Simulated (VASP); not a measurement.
Runs of VASP 6.6.1 on NbC. The structure is that of space group Fm-3m (No. 225), or close to it. The cells are those of the table. 

```tsv
level	cell	gap on the mesh (eV)	pressure (GPa)
PBEsol+D3(BJ)	a = 3.144 Å, angles 60.0°, 2 atoms	none	-7.0
PBE+D3(BJ)	a = 3.111 Å, angles 60.0°, 2 atoms	none	(b)
PBE+D3(BJ)	a = 3.108 Å, angles 60.0°, 2 atoms	none	11.8
PBEsol+D3(BJ)	a = 3.111 Å, angles 60.0°, 2 atoms	none	3.5
PBE+D3(BJ)	a = 3.171 Å, angles 60.0°, 2 atoms	none	-7.9
PBE+D4	a = 3.174 Å, angles 60.0°, 2 atoms	none	(a)
PBE+D4	a = 3.110 Å, angles 60.0°, 2 atoms	none	13.3
PBEsol+D3(BJ)	a = 3.081 Å, angles 60.0°, 2 atoms	none	14.4
```

Alike in all rows: task single point; potentials or basis VASP PAW PBE potentials, release 64 (Nb_sv, C); no spin polarisation; k mesh 10 × 10 × 10; cutoff (eV) 600; smearing gaussian 0.05 eV.

**Question.** Estimate the missing entries.

**Answer.** (a) -6.5; (b) 10.6.

Caveats: pairwise dispersion overbinds metals, which lowers pressure and volume; the PAW data sets were made with another functional, which shifts forces and pressure a little (some runs); three body term missing (some runs).

A k mesh can miss the band edges, and the runs leave out spin-orbit coupling on Nb.

A gap of «none» marks levels without a gap at the run's occupations.
